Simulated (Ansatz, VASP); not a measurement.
## Two plane-wave programs on Al

```xyz
2
Lattice="2.8535 0.0000 0.0000 -1.4268 2.4712 0.0000 0.0000 0.0000 4.5905" Properties=species:S:1:pos:R:3 pbc="T T T"
Al    0.0000    1.6475    1.1476
Al    1.4268    0.8237    3.4429
```

Alike in both runs: task single point; functional revPBE; k mesh 14 × 14 × 8; occupations fermi-dirac, width 0.1 eV; no spin polarisation.

|  | VASP | Ansatz |
| --- | --- | --- |
| version | VASP 6.6.1 | Ansatz 0.2.0 |
| potentials or method | VASP PAW PBE potentials, release 64 (Al), cutoff 520 eV | plane waves (420 eV) with PAW, scalar-relativistic |
| valence electrons in the cell | 6 | 6 |

VASP gave:

| Quantity | Value |
| --- | --- |
| pressure (GPa) | 3.2 |
| traceless stress, the component that is largest in VASP (GPa) | 1.35 |

What did Ansatz give for the same quantities?

Pressure (GPa): 3.3; traceless stress, the component that is largest in VASP (GPa): 1.36.

VASP's potentials were made for PBE, not for revPBE. The functional is the same, so the differences come from potentials, cutoffs and numerics.
